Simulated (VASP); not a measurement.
Runs of VASP 6.6.1 on Nb. The structure is that of space group Im-3m (No. 229), or close to it. The cells are those of the table. 

```tsv
task	cell	k mesh	cutoff (eV)	smearing	gap on the mesh (eV)	pressure (GPa)	relaxed volume (Å³/atom)
relaxation of cell and atoms	relaxed from a = 2.812 Å, angles 109.5°, 1 atom	16 × 16 × 16	600	fermi-dirac 0.15 eV	none	0.0	17.15
single point	a = 2.814 Å, angles 109.5°, 1 atom	16 × 16 × 16	520	fermi-dirac 0.15 eV	none	-0.2	-
single point	a = 2.817 Å, angles 109.5°, 1 atom	8 × 8 × 8	520	gaussian 0.1 eV	none	(a)	-
single point	a = 2.812 Å, angles 109.5°, 1 atom	16 × 16 × 16	520	gaussian 0.1 eV	none	-0.2	-
relaxation of cell and atoms	relaxed from a = 2.817 Å, angles 109.5°, 1 atom	16 × 16 × 16	600	gaussian 0.1 eV	none	0.0	17.11
```

Alike in all rows: level LDA; potentials or basis VASP PAW LDA potentials, release 64 (Nb_sv); no spin polarisation.

Task: Fill in the values left out.

Result: (a) -0.1.

A k mesh can miss the band edges, and the runs leave out spin-orbit coupling on Nb.

A gap of «none» marks levels without a gap at the run's occupations.
